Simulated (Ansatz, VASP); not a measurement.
## BaTiO3 in VASP and in Ansatz

```
Ba Ti O
1.0
     2.86037    1.65144    2.34605
    -2.86037    1.65144    2.34605
     0.00000   -3.30287    2.34605
Ba Ti O
1 1 3
Direct
  0.00268 0.00268 0.00268
  0.51128 0.51128 0.51128
  0.49218 0.49218 0.98559
  0.49218 0.98559 0.49218
  0.98559 0.49218 0.49218
```

Change from the starting cell: polar distortion scaled by 0.85 at the polar cell.

Alike in both runs: task single point; functional PBE; k mesh 6 × 6 × 6; no spin polarisation; Hubbard terms Ti d U = 4.0 eV.

|  | VASP | Ansatz |
| --- | --- | --- |
| version | VASP 6.6.1 | Ansatz 0.2.0 |
| potentials or method | VASP PAW PBE potentials, release 64 (Ba_sv, Ti_sv, O), cutoff 520 eV | scalar-relativistic, plane waves, PAW |
| occupations | gaussian, width 0.01 eV | fixed |
| valence electrons in the cell | 40 | 40 |

```csv
,VASP,Ansatz,Ansatz less VASP
gap on the k mesh at the Fermi level (eV),2.49,2.52,+0.029
least direct gap on the mesh (eV),2.85,2.86,+0.008
pressure (GPa),2.7,-0.7,-3.41
"traceless stress, the component that is largest in VASP (GPa)",-0.38,-0.15,+0.225
rms of the force components (eV/Å),0.154,0.042,-0.1124
```

The programs project onto different local orbitals, so the same U acts differently, and such runs can settle in different states. Atom by atom the forces differ by 0.196 eV/Å (rms over components).

Spin-orbit coupling is off throughout.
